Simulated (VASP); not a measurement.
Si2N: density of states with PBE

The system is Si2N.

```
Si N
1.0
     4.89971    0.00000   -0.00387
     0.00000    2.77967    0.00000
    -1.35258    0.00000    5.45115
Si N
4 2
Direct
  0.26058 0.00000 0.06001
  0.25741 0.50000 0.58818
  0.73942 0.00000 0.93999
  0.74259 0.50000 0.41182
  0.65147 0.50000 0.72012
  0.34853 0.50000 0.27988
```

* Program: VASP 6.6.1
* Task: density of states
* Functional: PBE
* Potentials or basis: VASP PAW PBE potentials, release 64 (Si, N)
* Cutoff: 520 eV
* k mesh: 8 × 14 × 8
* Occupations: gaussian, width 0.1 eV
* Spin: no spin polarisation
* Dipole correction: no
* k mesh for the DOS: 12 × 21 × 12
* Occupations for the DOS: tetrahedron
* Further INCAR settings: ALGO = Normal; EDIFF = 1e-07; NBANDS = 22

| Quantity | Value |
| --- | --- |
| Valence electrons inside the program's atomic spheres | Si 1.58, 1.57; N 3.85 |

Levels at points of the mesh, in eV from the Fermi level:
```tsv
k point	band 9	band 10	band 11	band 12	band 13	band 14	band 15	band 16	band 17	band 18
(0.00, 0.00, 0.00)	-4.13	-4.11	-3.47	-1.24	0.92	3.23	3.49	3.74	5.91	6.01
(0.50, 0.00, 0.00)	-3.98	-3.53	-2.72	-0.79	-0.55	0.77	3.94	4.49	5.48	6.04
(0.00, 0.00, 0.50)	-3.99	-3.63	-3.42	-2.65	-0.60	2.39	4.00	5.26	5.74	6.44
(0.50, 0.00, 0.50)	-4.01	-3.57	-3.46	-3.39	1.59	2.09	2.47	3.85	5.76	5.98
```

Wall time 24 min on 1 thread of AMD EPYC 7R43 64-Core Processor (Zen 3), with other jobs on the host, peak memory 0.93 GiB.
